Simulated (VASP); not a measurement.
Crystal: TaBi (WC type).

```
Ta Bi
1.0
     2.79342    0.00000    0.00000
    -1.39671    2.41917    0.00000
     0.00000    0.00000    3.92677
Ta Bi
1 1
Cartesian
  0.0000 0.0000 0.0000
  0.0000 1.6128 1.9634
```

Base run:

* Program: VASP 6.6.1
* Functional: PBE
* Potentials or basis: VASP PAW PBE potentials, release 64 (Ta_sv_GW, Bi_d)
* Cutoff: 500 eV
* k mesh: 14 × 14 × 12
* Occupations: fermi-dirac, width 0.1 eV
* Spin: no spin polarisation

Its results: band gap on the k mesh zero (band 14 reaches 21.64 eV, above the bottom of band 15 at 18.52 eV); pressure 199.6 GPa.

Question: The run is repeated on the same cell with these changes: potentials or basis from VASP PAW PBE potentials, release 64 (Ta_sv_GW, Bi_d) to VASP PAW PBE potentials, release 64 (Ta_pv, Bi_d); cutoff from 500 eV to 520 eV; further incar settings from ALGO = Normal; EDIFF = 1e-06; NBANDS = 21 to ALGO = Normal; EDIFF = 1e-06; NBANDS = 20; valence electrons from 28 to 26. What comes out?

Answer: Band gap on the k mesh zero (band 13 reaches 18.24 eV, above the bottom of band 14 at 15.11 eV); pressure 201.3 GPa.

Caveats: spin-orbit coupling is left out, which moves the levels of the heavy elements.
